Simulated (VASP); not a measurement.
The system is AlAs2.

```
Al As
1.0
    -1.68278    1.68278    5.47531
     1.68278   -1.68278    5.47531
     1.68278    1.68278   -5.47531
Al As
1 2
Direct
  0.00000 0.00000 0.00000
  0.34000 0.34000 0.00000
  0.66000 0.66000 0.00000
```

```yaml
Program: VASP 6.6.1
Task: relaxation of cell and atoms
Functional: PBE
Potentials_or_basis: VASP PAW PBE potentials, release 64 (Al, As)
Cutoff: 600 eV
k_mesh: 8 × 8 × 8
Occupations: gaussian, width 0.1 eV
Spin: no spin polarisation
```

At the start: pressure -7.6 GPa; volume 20.67 Å³/atom.

Q: How do energy, volume and symmetry change on relaxing?

A: Over 26 steps the energy falls by 238.2 meV/atom and the volume is 21.04 Å³/atom (+1.8 %); space group I4/mmm (No. 139, to 0.1 Å) before and after.

The path:
| step | energy change (eV) | largest force (eV/Å) | pressure (GPa) | volume (Å³) |
| --- | --- | --- | --- | --- |
| 1 | 0.0000 | 0.3160 | -7.63 | 62.02 |
| 2 | -0.2064 | 0.3636 | 1.49 | 53.59 |
| 3 | -0.2096 | 0.3674 | 0.27 | 54.39 |
| 4 | -0.2233 | 0.4032 | 0.39 | 54.36 |
| 5 | -0.2693 | 0.4186 | 1.00 | 54.25 |
| 6 | -0.3400 | 0.2532 | 3.54 | 54.04 |
| 7 | -0.3070 | 0.7588 | 14.05 | 53.62 |
| 8 | -0.3608 | 0.2154 | 5.27 | 53.94 |
| 9 | -0.3850 | 0.0258 | 9.03 | 53.78 |
| 10 | -0.3861 | 0.0338 | 9.10 | 53.80 |
| 11 | -0.3893 | 0.0635 | 9.24 | 53.84 |
| 12 | -0.3946 | 0.1559 | 9.56 | 53.93 |
| 13 | -0.3979 | 0.3779 | 10.26 | 54.10 |
| 14 | -0.4060 | 0.3636 | 10.06 | 54.22 |
| 15 | -0.4295 | 0.3124 | 9.43 | 54.56 |
| 16 | -0.4739 | 0.1918 | 8.25 | 55.26 |
| 17 | -0.5518 | 0.0305 | 6.06 | 56.68 |
| 18 | -0.6554 | 0.1811 | 2.41 | 59.58 |
| 19 | -0.6912 | 0.3796 | -2.65 | 65.64 |
| 20 | -0.7041 | 0.3981 | -1.04 | 63.34 |
| 21 | -0.7042 | 0.3986 | -1.19 | 63.54 |
| 22 | -0.7094 | 0.2844 | -0.99 | 63.58 |
| 23 | -0.7126 | 0.0991 | -0.67 | 63.64 |
| 24 | -0.7126 | 0.0862 | -0.65 | 63.65 |
| 25 | -0.7136 | 0.0647 | -0.41 | 63.44 |
| 26 | -0.7145 | 0.0308 | -0.04 | 63.13 |

Final structure:
```xyz
3
Lattice="-1.7281 1.7281 5.2852 1.7281 -1.7281 5.2852 1.7281 1.7281 -5.2852" Properties=species:S:1:pos:R:3 pbc="T T T"
Al    0.0000    0.0000    0.0000
As    0.0000    0.0000    4.0374
As    0.0000    0.0000    6.5329
```
